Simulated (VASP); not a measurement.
Set up this calculation in VASP 6.6.1, as the native input.

| Quantity | Value |
| --- | --- |
| Task | single point |
| Functional | PBEsol |
| Potentials or basis | VASP PAW PBE potentials, release 64 (Ag) |
| Cutoff | 520 eV |
| k mesh | 8 × 8 × 8 |
| Occupations | fermi-dirac, width 0.1 eV |
| Spin | no spin polarisation |
| Dipole correction | no |
| Further INCAR settings | ALGO = Normal; EDIFF = 1e-07; NBANDS = 12 |

The structure of Ag lies in POSCAR:

```
Ag
1.0
    0.0000000000      2.0342650000      2.0342650000
    2.0342650000      0.0000000000      2.0342650000
    2.0342650000      2.0342650000      0.0000000000
Ag
1
Direct
    0.0000000000      0.0000000000      0.0000000000
```

One way to write it, as run:

INCAR

```
SYSTEM = Ag
PREC = Accurate
ENCUT = 520
EDIFF = 1E-7
ISMEAR = -1
SIGMA = 0.1
LREAL = .FALSE.
LASPH = .TRUE.
NELM = 100
ALGO = Normal
ISIF = 2
LWAVE = .FALSE.
LCHARG = .FALSE.
GGA = PS
NBANDS = 12
```

KPOINTS

```
regular mesh
0
G
  8 8 8
  0 0 0
```

Potentials or basis: VASP PAW PBE potentials, release 64 (Ag).

Command:

```bash
$ cat potpaw_PBE.64/Ag/POTCAR > POTCAR
$ mpirun -np 1 vasp_std > vasp.out
```

Results of the run:

- Pressure: -0.8 GPa

Caveat: the PAW data sets were made with another functional, which shifts forces and pressure a little.

Run time: 6.1 s on 1 thread of Intel(R) Xeon(R) Platinum 8488C (Sapphire Rapids) (shared host), peak memory 0.13 GiB.
